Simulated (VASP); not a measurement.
Write the native input for VASP 6.6.1 that does the following.

```yaml
Task: single point
Functional: LDA
Potentials_or_basis: VASP PAW LDA potentials, release 64 (B, P)
Cutoff: 500 eV
k_mesh: 12 × 12 × 12
Occupations: gaussian, width 0.01 eV
Spin: no spin polarisation
Dipole_correction: no
Further_INCAR_settings: ALGO = Normal; EDIFF = 1e-06; NBANDS = 11
```

The structure of BP lies in POSCAR:

```
BP
1.0
    0.0000000000      2.1608585558      2.1608585558
    2.1608585558      0.0000000000      2.1608585558
    2.1608585558      2.1608585558      0.0000000000
B P
1 1
Direct
    0.0000000000      0.0000000000      0.0000000000
    0.7500000000      0.7500000000      0.7500000000
```

One way to write it, as run:

INCAR

```
PREC     = Accurate       # precision mode
ENCUT    = 500            # plane-wave cutoff, eV
EDIFF    = 1E-6           # SCF threshold, eV
ISMEAR   = 0              # smearing method
SIGMA    = 0.01           # smearing width, eV
LREAL    = F              # projectors in reciprocal space
LASPH    = T              # aspherical terms in the spheres
NELM     = 120            # most SCF steps
ALGO     = Normal         # electronic algorithm
ISIF     = 2              # what is computed and relaxed
LWAVE    = F              # write WAVECAR
LCHARG   = T              # write CHGCAR
LELF     = T              # ELF
LVHAR    = T            
NBANDS   = 11             # bands
GGA_COMPAT= F
```

KPOINTS

```
Automatic mesh
0
Gamma
  12 12 12
```

Potentials or basis: VASP PAW LDA potentials, release 64 (B, P).

Run with:

```sh
$ cat potpaw_LDA.64/B/POTCAR potpaw_LDA.64/P/POTCAR > POTCAR
$ mpirun -np 1 vasp_std > vasp.out
```

Results of the run:

- Pressure: 24.8 GPa
- Band gap on the k mesh: 0.99 eV, indirect (least direct gap 3.66 eV)

It took 26 s on 1 thread of AMD EPYC 7R13, on a shared host, peak memory 0.1 GiB.
